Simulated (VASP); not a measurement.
# Be2C (Fm-3m) in VASP: further runs

Runs on Be2C. Level: PBE+D3(BJ). Tasks: single point.

All numbers are computed with VASP 6.6.1; they aren't measurements. Logs are shortened: lines on timing, memory, paths and dates and some standing lists are left out, and cuts for length are marked.

## (1) The cell of the first run

It takes space group Fm-3m (No. 225, cubic). The conventional cell has a = 4.274 Å, b = 4.274 Å, c = 4.274 Å, α = 90.00°, β = 90.00°, γ = 90.00°. Be (site symmetry -43m) has 4 C at 1.85 Å and 6 Be at 2.14 Å within 2.5 Å. C (site symmetry m-3m) has 8 Be at 1.85 Å within 2.5 Å.

## (2) Single point, PBE+D3(BJ) (6.51 Å³/atom)

Input file INCAR:

```
PREC = Accurate
ENCUT = 600
EDIFF = 1E-6
ISMEAR = 0
SIGMA = 0.05
LREAL = F
LASPH = T
NELM = 120
ALGO = Normal
ISIF = 2
LWAVE = F
LCHARG = F
GGA = PE
IVDW = 12
NBANDS = 11
GGA_COMPAT = F
```

Input file KPOINTS:

```
regular mesh
0
Gamma
  10 10 10
```

Input file POSCAR:

```
Be2C
1.0
    0.0000000000      2.1370160541      2.1370160541
    2.1370160541      0.0000000000      2.1370160541
    2.1370160541      2.1370160541      0.0000000000
Be C
2 1
Direct
    0.2500000000      0.2500000000      0.2500000000
    0.7500000000      0.7500000000      0.7500000000
    0.0000000000      0.0000000000      0.0000000000
```

Potentials or basis: VASP PAW PBE potentials, release 64 (Be, C).

Launch:

```console
$ cat potpaw_PBE.64/Be/POTCAR potpaw_PBE.64/C/POTCAR > POTCAR
$ mpirun -np 1 vasp_std > vasp.out
```

OUTCAR:

```text
PREC = Accurate
   ENCUT = 600
   EDIFF = 1E-6
   ISMEAR = 0
   LREAL = F
   LASPH = T
   NELM = 120
   ISIF = 2
   GGA = PE
   IVDW = 12
 IVDW          = 12

 ion  position               nearest neighbor table
   1  0.250  0.250  0.250-   3 1.85   3 1.85   3 1.85   3 1.85   2 2.14   2 2.14   2 2.14   2 2.14
                             2 2.14   2 2.14
   2  0.750  0.750  0.750-   3 1.85   3 1.85   3 1.85   3 1.85   1 2.14   1 2.14   1 2.14   1 2.14
                             1 2.14   1 2.14
   3  0.000  0.000  0.000-   2 1.85   2 1.85   2 1.85   1 1.85   2 1.85   1 1.85   1 1.85   1 1.85

  LATTYP: Found a face centered cubic cell.
 ALAT       =     4.2740321082

  Lattice vectors:

 A1 = (   0.0000000000,   2.1370160541,   2.1370160541)
 A2 = (   2.1370160541,   0.0000000000,   2.1370160541)
 A3 = (   2.1370160541,   2.1370160541,   0.0000000000)

Analysis of symmetry for initial positions (statically):
=====================================================================
 Subroutine PRICEL returns:
 Original cell was already a primitive cell.

 Routine SETGRP: Setting up the symmetry group for a
 face centered cubic supercell.

 Subroutine GETGRP returns: Found 48 space group operations
 (whereof 48 operations were pure point group operations)
 out of a pool of 48 trial point group operations.

The static configuration has the point symmetry O_h .

Analysis of symmetry for dynamics (positions and initial velocities):
=====================================================================
 Subroutine PRICEL returns:
 Original cell was already a primitive cell.

 Routine SETGRP: Setting up the symmetry group for a
 face centered cubic supercell.

 Subroutine GETGRP returns: Found 48 space group operations
 (whereof 48 operations were pure point group operations)
 out of a pool of 48 trial point group operations.

The dynamic configuration has the point symmetry O_h .

 Subroutine INISYM returns: Found 48 space group operations
 (whereof 48 operations are pure point group operations),
 and found     1 'primitive' translations

----------------------------------------------------------------------------------------

                                     Primitive cell

  volume of cell :      19.5188

  direct lattice vectors                    reciprocal lattice vectors
     0.000000000  2.137016054  2.137016054    -0.233971101  0.233971101  0.233971101
     2.137016054  0.000000000  2.137016054     0.233971101 -0.233971101  0.233971101
     2.137016054  2.137016054  0.000000000     0.233971101  0.233971101 -0.233971101

  length of vectors
     3.022197087  3.022197087  3.022197087     0.405249835  0.405249835  0.405249835

  position of ions in fractional coordinates (direct lattice)
     0.250000000  0.250000000  0.250000000
     0.750000000  0.750000000  0.750000000
     0.000000000  0.000000000  0.000000000

  ion indices of the primitive-cell ions
   primitive index   ion index
                 1           1
                 2           2
                 3           3

----------------------------------------------------------------------------------------

 KPOINTS: regular mesh

Automatic generation of k-mesh.
 Grid dimensions read from file:
 generate k-points for:   10   10   10

 Generating k-lattice:

  Cartesian coordinates                     Fractional coordinates (reciprocal lattice)
    -0.023397110  0.023397110  0.023397110     0.100000000  0.000000000  0.000000000
     0.023397110 -0.023397110  0.023397110     0.000000000  0.100000000  0.000000000
     0.023397110  0.023397110 -0.023397110     0.000000000  0.000000000  0.100000000

  Length of vectors
     0.040524984  0.040524984  0.040524984

  Shift w.r.t. Gamma in fractional coordinates (k-lattice)
     0.000000000  0.000000000  0.000000000

 Subroutine IBZKPT returns following result:
 ===========================================

 Found     47 irreducible k-points:

 Following reciprocal coordinates:
            Coordinates               Weight
  0.000000  0.000000  0.000000      1.000000
  0.100000  0.000000  0.000000      8.000000
  0.200000  0.000000  0.000000      8.000000
  0.300000  0.000000  0.000000      8.000000
  0.400000  0.000000  0.000000      8.000000
  0.500000  0.000000  0.000000      4.000000
[... 16 lines left out ...]
  0.300000  0.300000  0.000000      6.000000
  0.400000  0.300000  0.000000     24.000000
 [... further k-points ...]
   k-points           NKPTS =     47   k-points in BZ     NKDIM =     47   number of bands    NBANDS=     11
   number of dos      NEDOS =    301   number of ions     NIONS =      3
   total plane-waves  NPLWV =  13824
   dimension x,y,z NGX =    24 NGY =   24 NGZ =   24
   dimension x,y,z NGXF=    48 NGYF=   48 NGZF=   48
   ions per type =               2   1
   NGX,Y,Z   is equivalent  to a cutoff of  13.20, 13.20, 13.20 a.u.
   NGXF,Y,Z  is equivalent  to a cutoff of  26.40, 26.40, 26.40 a.u.
 SYSTEM =  unknown system
   PREC   = accura    normal or accurate (medium, high low for compatibility)
   ISTART =      0    job   : 0-new  1-cont  2-samecut
   ICHARG =      2    charge: 1-file 2-atom 10-const
   ISPIN  =      1    spin polarized calculation?
   LNONCOLLINEAR =      F non collinear calculations
   LSORBIT =      F    spin-orbit coupling
   LASPH  =      T    aspherical Exc in radial PAW
   ENCUT  =  600.0 eV  44.10 Ry    6.64 a.u.   6.04  6.04  6.04*2*pi/ulx,y,z
   NELM   =    120;   NELMIN=  2; NELMDL= -5     # of ELM steps
   EDIFF  = 0.1E-05   stopping-criterion for ELM
   LREAL  =      F    real-space projection
   EDIFFG = 0.1E-04   stopping-criterion for IOM
   NSW    =      0    number of steps for IOM
   IBRION =     -1    ionic relax: 0-MD 1-quasi-New 2-CG
   NFREE  =      0    steps in history (QN), initial steepest desc. (CG)
   ISIF   =      2    stress and relaxation
   ISYM   =      2    0-nonsym 1-usesym 2-fastsym
   POTIM  = 0.5000    time-step for ionic-motion
   TEBEG  =    0.0;   TEEND  =   0.0 temperature during run
   PSTRESS=    0.0 pullay stress
   NELECT =       8.0000    total number of electrons
   NUPDOWN=      -1.0000    fix difference up-down
   EMIN   =  10.00;   EMAX   =-10.00  energy-range for DOS
   EFERMI =   0.00;   METHOD = LEGACY
   ISMEAR =     0;   SIGMA  =   0.05  broadening in eV -4-tet -1-fermi 0-gaus
   EFERMI_NEDOS =   21; number of points for ismear=-14 and -15
   IALGO  =     38    algorithm
   IMIX   =      4    mixing-type and parameters
     AMIX     =   0.40;   BMIX     =  1.00
     AMIX_MAG =   1.60;   BMIX_MAG =  1.00
  volume/ion in A,a.u.               =       6.51        43.91
  Fermi-wavevector in a.u.,A,eV,Ry     =   1.216056  2.298013 20.120202  1.478793
  Thomas-Fermi vector in A             =   2.351423
   LORBIT       =      0    0 simple, 1 ext, 2 COOP (PROOUT), +10 PAW based schemes
   GGA     = PE    functional components
   LHFCALC =     F    Hartree Fock is set to
   AEXX    =    0.0000 exact exchange contribution
   IVDW    =    12    specifies the selected vdW correction
   LEPSILON=     F    determine dielectric tensor
   LRPA    =     F    only Hartree local field effects (RPA)
 non-spin polarized calculation
 Gauss-broadening in eV      SIGMA  =   0.05
  energy-cutoff  :      600.00
  volume of cell :       19.52
 maximum number of plane-waves:       666
   NGX = 13   NGY = 13   NGZ = 13

 number of electron       7.9999999 magnetization

 Free energy of the ion-electron system (eV)
  ---------------------------------------------------
  ext. energy  EPLUGINS =         0.00000000
  ---------------------------------------------------
  free energy    TOTEN  =       -17.43624096 eV

  energy without entropy =      -17.43624096  energy(sigma->0) =      -17.43624096

 E-fermi :   8.3466     XC(G=0): -11.5897

 val. band max:        8.1079314891   @ k =   0.0000   0.0000   0.0000
 cond. band min:       9.2818035497   @ k =   0.5000   0.5000   0.0000
 fundamental gap:      1.1738720607
 Fermi energy:         8.3466051651

 k-point     1 :       0.0000    0.0000    0.0000
  band No.  band energies     occupation
      1      -7.2160      2.00000
      2       8.1079      2.00000
      3       8.1079      2.00000
      4       8.1079      2.00000
      5      12.3084      0.00000
      6      12.3084      0.00000
      7      12.3084      0.00000
      8      15.2891      0.00000
      9      21.5795      0.00000
     10      21.5795      0.00000
     11      21.5795      0.00000

 k-point     2 :       0.1000    0.0000    0.0000
  band No.  band energies     occupation
      1      -7.0529      2.00000
      2       6.7492      2.00000
      3       7.7914      2.00000
      4       7.7914      2.00000
      5      12.7691      0.00000
      6      12.7691      0.00000
      7      13.1964      0.00000
      8      15.6360      0.00000
      9      20.4811      0.00000
     10      20.4811      0.00000
     11      22.0032      0.00000

 k-point     3 :       0.2000    0.0000    0.0000
  band No.  band energies     occupation
      1      -6.5693      2.00000
      2       4.3605      2.00000
      3       7.1852      2.00000
      4       7.1852      2.00000
      5      13.5325      0.00000
      6      13.5325      0.00000
      7      14.2219      0.00000
      8      16.5368      0.00000
      9      19.5389      0.00000
     10      19.5389      0.00000
     11      23.1727      0.00000
[... 267 lines left out ...]
 k-point    23 :       0.3000    0.3000    0.0000
  band No.  band energies     occupation
      1      -5.3575      2.00000
      2       3.9540      2.00000
      3       4.3000      2.00000
      4       4.3000      2.00000
      5      11.2229      0.00000
      6      13.4473      0.00000
      7      17.9643      0.00000
      8      17.9643      0.00000
      9      21.5776      0.00000
     10      25.9699      0.00000
     11      25.9699      0.00000

 k-point    24 :       0.4000    0.3000    0.0000
  band No.  band energies     occupation
      1      -4.6755      2.00000
      2       2.5019      2.00000
      3       3.8176      2.00000
      4       3.9500      2.00000
      5      10.8872      0.00000
      6      14.0885      0.00000
      7      18.6677      0.00000
      8      18.8598      0.00000
      9      22.5105      0.00000
     10      25.5086      0.00000
     11      26.2740      0.00000

 [... further k-points ...]

------------------------ aborting loop because EDIFF is reached ----------------------------------------

 Edisp (eV)   -0.97379

 E8    (eV) :    -0.3250

  FORCE on cell =-STRESS in cart. coord.  units (eV):
  Direction    XX          YY          ZZ          XY          YZ          ZX
  --------------------------------------------------------------------------------------
  -------------------------------------------------------------------------------------
  Total       0.04158     0.04158     0.04158     0.00000     0.00000    -0.00000
  in kB       3.41266     3.41266     3.41266     0.00000     0.00000    -0.00000
  external pressure =        3.41 kB  Pullay stress =        0.00 kB

 VOLUME and BASIS-vectors are now :
 -----------------------------------------------------------------------------
  energy-cutoff  :      600.00
  volume of cell :       19.52
      direct lattice vectors                 reciprocal lattice vectors
     0.000000000  2.137016054  2.137016054    -0.233971101  0.233971101  0.233971101
     2.137016054  0.000000000  2.137016054     0.233971101 -0.233971101  0.233971101
     2.137016054  2.137016054  0.000000000     0.233971101  0.233971101 -0.233971101

 POSITION                                       TOTAL-FORCE (eV/Angst)
 -----------------------------------------------------------------------------------
      1.06851      1.06851      1.06851         0.000000      0.000000     -0.000000
      3.20552      3.20552      3.20552        -0.000000      0.000000      0.000000
      0.00000      0.00000      0.00000         0.000000     -0.000000      0.000000
 -----------------------------------------------------------------------------------
    total drift:                               -0.000000     -0.000000      0.000000

  FREE ENERGIE OF THE ION-ELECTRON SYSTEM (eV)
  ---------------------------------------------------
  free  energy   TOTEN  =       -18.4100283048 eV

  energy  without entropy=      -18.4100283048  energy(sigma->0) =      -18.41002830
```

It took 8.6 s on 1 thread of Intel Xeon 8259CL, shared host; peak memory 0.15 GiB.

What came out:

```yaml
Free_energy: -18.4100 eV
Pressure: 0.3 GPa
Band_gap_on_the_k_mesh: 1.17 eV (least direct gap 4.20 eV)
Dispersion_energy_per_atom: -0.325 eV
```

A k mesh can miss the band edges. PBE gaps usually lie below the measured ones, often by a third to a half.

## (3) Single point, PBE+D3(BJ) (6.38 Å³/atom)

This run uses another cell than the first one, of 6.38 Å³/atom.

Input file INCAR:

```
ALGO = Normal
EDIFF = 1E-6
ENCUT = 600
GGA = PE
GGA_COMPAT = F
ISIF = 2
ISMEAR = 0
IVDW = 12
LASPH = T
LCHARG = T
LELF = T
LREAL = F
LVHAR = T
LWAVE = F
NBANDS = 11
NELM = 120
PREC = Accurate
SIGMA = 0.05
```

Input file KPOINTS:

```
k-points
0
Gamma
  10 10 10
```

Input file POSCAR:

```
Be2C
1.0
    0.0000000000      2.1226732323      2.1226732323
    2.1226732323      0.0000000000      2.1226732323
    2.1226732323      2.1226732323      0.0000000000
Be C
2 1
Direct
    0.2500000000      0.2500000000      0.2500000000
    0.7500000000      0.7500000000      0.7500000000
    0.0000000000      0.0000000000      0.0000000000
```

Potentials or basis: VASP PAW PBE potentials, release 64 (Be, C).

Launch:

```console
$ cat potpaw_PBE.64/Be/POTCAR potpaw_PBE.64/C/POTCAR > POTCAR
$ mpirun -np 1 vasp_std > vasp.out
```

Run time: 8.8 s. Hardware: 1 thread of Intel Xeon 8259CL, shared host; peak memory 0.15 GiB.

Results (log left out):

```
Free energy                : -18.4034 eV
Pressure                   : 4.8 GPa
Band gap on the k mesh     : 1.18 eV (least direct gap 4.24 eV)
Dispersion energy per atom : -0.331 eV
```

Levels at points of the mesh, in eV from the valence-band top:
```tsv
k point	band 1	band 2	band 3	band 4	band 5	band 6	band 7	band 8	band 9
(0.00, 0.00, 0.00)	-15.48	0.00	0.00	0.00	4.24	4.24	4.24	7.41	13.63
(0.50, 0.00, 0.00)	-12.47	-9.10	-1.93	-1.93	5.12	5.12	7.65	10.19	15.15
(0.50, 0.50, 0.00)	-11.71	-6.99	-4.97	-4.97	1.18	6.14	13.89	13.89	16.21
```

Caveat: the cell stands under pressure.

## (4) Single point, PBE+D3(BJ) (6.64 Å³/atom)

This run uses another cell than the first one, of 6.64 Å³/atom.

Input file INCAR:

```
SYSTEM = Be2C
PREC = Accurate
ENCUT = 600
EDIFF = 1E-6
ISMEAR = 0
SIGMA = 0.05
LREAL = .False.
LASPH = .True.
NELM = 120
ALGO = Normal
ISIF = 2
LWAVE = .False.
LCHARG = .False.
GGA = PE
IVDW = 12
NBANDS = 11
GGA_COMPAT = .False.
```

Input file KPOINTS:

```
regular mesh
0
Gamma
  10 10 10
  0 0 0
```

Input file POSCAR:

```
Be2C
1.0
    0.0000000000      2.1511688908      2.1511688908
    2.1511688908      0.0000000000      2.1511688908
    2.1511688908      2.1511688908      0.0000000000
Be C
2 1
Direct
    0.2500000000      0.2500000000      0.2500000000
    0.7500000000      0.7500000000      0.7500000000
    0.0000000000      0.0000000000      0.0000000000
```

Launch:

```console
$ cat potpaw_PBE.64/Be/POTCAR potpaw_PBE.64/C/POTCAR > POTCAR
$ mpirun -np 1 vasp_std > vasp.out
```

Run time: 8.8 s. Hardware: 1 thread of Intel Xeon 8259CL, shared host; peak memory 0.15 GiB.

Results (log left out):

```yaml
Free_energy: -18.4062 eV
Pressure: -3.8 GPa
Band_gap_on_the_k_mesh: 1.17 eV (least direct gap 4.16 eV)
Dispersion_energy_per_atom: -0.318 eV
```

Levels at points of the mesh, in eV from the valence-band top:
```csv
k point,band 2,band 3,band 4,band 5,band 6,band 7
"(0.00, 0.00, 0.00)",0.00,0.00,0.00,4.16,4.16,4.16
"(0.50, 0.00, 0.00)",-8.84,-1.86,-1.86,5.04,5.04,7.21
"(0.50, 0.50, 0.00)",-6.84,-4.80,-4.80,1.17,5.86,13.45
```

Caveat: the cell stands under tension. A k mesh can miss the band edges.

## (5) Summary

| cell | gap on the mesh (eV) | pressure (GPa) |
| --- | --- | --- |
| a = 3.022 Å, angles 60.0°, 3 atoms | 1.17 | 0.3 |
| a = 3.002 Å, angles 60.0°, 3 atoms | 1.18 | 4.8 |
| a = 3.042 Å, angles 60.0°, 3 atoms | 1.17 | -3.8 |

Alike in all rows: task single point; level PBE+D3(BJ); potentials or basis VASP PAW PBE potentials, release 64 (Be, C); no spin polarisation; k mesh 10 × 10 × 10; cutoff (eV) 600; smearing gaussian 0.05 eV.

Caveats: the cell stands under pressure (at least some runs); the cell stands under tension (at least some runs).

Total energies depend on the potentials used, so only differences within one code and one set of settings carry meaning.
